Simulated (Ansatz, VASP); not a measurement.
# Ta: VASP beside Ansatz

```
Ta
1.0
    -1.76084    1.76084    1.56239
     1.76084   -1.76084    1.56239
     1.76084    1.76084   -1.56239
Ta
1
Cartesian
  0.0000 0.0000 0.0000
```

Alike in both runs: task single point; functional PBE; k mesh 20 × 20 × 20; occupations gaussian, width 0.15 eV; no spin polarisation.

|  | VASP | Ansatz |
| --- | --- | --- |
| version | VASP 6.6.1 | Ansatz 0.2.0 |
| potentials or method | VASP PAW PBE potentials, release 64 (Ta_pv), cutoff 520 eV | scalar-relativistic, plane waves, PAW |
| valence electrons in the cell | 11 | 13 |

|  | VASP | Ansatz | Ansatz less VASP |
| --- | --- | --- | --- |
| gap on the k mesh at the Fermi level (eV) | none | none | - |
| pressure (GPa) | -8.9 | -8.9 | 0.00 |
| traceless stress, the component that is largest in VASP (GPa) | 3.81 | 3.81 | +0.003 |

A gap of «none» marks a metal or a gap that the smearing closes. With one functional, cell and mesh, what is left measures potentials, basis and numerics. VASP's potentials hold 11 valence electrons a cell and Ansatz's 13, so a difference there can come from the potentials and not from the codes.

Neither program's run includes spin-orbit coupling.
